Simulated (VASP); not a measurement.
Here is a VASP 6.6.1 calculation.

INCAR

```
PREC     = Accurate       # precision mode
ENCUT    = 520            # plane-wave cutoff, eV
EDIFF    = 1E-6           # SCF threshold, eV
ISMEAR   = 0              # smearing method
SIGMA    = 0.05           # smearing width, eV
LREAL    = False          # projectors in reciprocal space
LASPH    = True           # aspherical terms in the spheres
NELM     = 80             # most SCF steps
ALGO     = Normal         # electronic algorithm
ISIF     = 2              # what is computed and relaxed
LWAVE    = False          # write WAVECAR
LCHARG   = False          # write CHGCAR
NBANDS   = 36             # bands
```

The input KPOINTS:

```
Automatic mesh
0
Gamma
  4 4 4
```

File POSCAR:

```
MgO
1.0
    5.5230736673      0.0000000000      0.0000000000
    0.0000000000      5.5230736673      0.0000000000
    0.0000000000      0.0000000000      5.5230736673
Mg O
6 6
Direct
    0.2500000000     -0.0131629779      0.5000000000
    0.0000000000      0.5131629779      0.2500000000
    0.5000000000      0.7500000000      0.0000000000
    0.7500000000     -0.0131629779      0.5000000000
    0.0000000000      0.5131629779      0.7500000000
    0.5000000000      0.2500000000      0.0000000000
    0.2500000000      0.4956566700      0.0000000000
    0.5000000000      0.0043433300      0.2500000000
    0.0000000000      0.7500000000      0.5000000000
    0.7500000000      0.4956566700      0.0000000000
    0.5000000000      0.0043433300      0.7500000000
    0.0000000000      0.2500000000      0.5000000000
```

Potentials or basis: VASP PAW LDA potentials, release 64 (Mg, O).

Run with:

```bash
$ cat potpaw_LDA.64/Mg/POTCAR potpaw_LDA.64/O/POTCAR > POTCAR
$ mpirun -np 1 vasp_std > vasp.out
```

Q: Estimate the band gap on the k mesh.

A: 2.77 eV (least direct gap 2.78 eV).

Q: Predict the pressure.

A: -0.6 GPa.

Q: Predict the largest force.

A: 1.261 eV/Å.

Forces on the atoms (eV/Å):
```
Mg   0.123  1.255  0.000
Mg   0.000 -1.255 -0.123
Mg   0.000  0.000  0.000
Mg  -0.123  1.255  0.000
Mg   0.000 -1.255  0.123
Mg   0.000  0.000  0.000
O   -0.034  0.627  0.000
O    0.000 -0.627  0.034
O    0.000  0.000  0.000
O    0.034  0.627  0.000
O    0.000 -0.627 -0.034
O    0.000  0.000  0.000
```

Caveat: the cell differs from its parent crystal (atoms displaced along a vibrational mode); forces of over 1 eV/Å act on the atoms, so gaps and moduli don't describe the material at rest. A k mesh can miss the band edges.
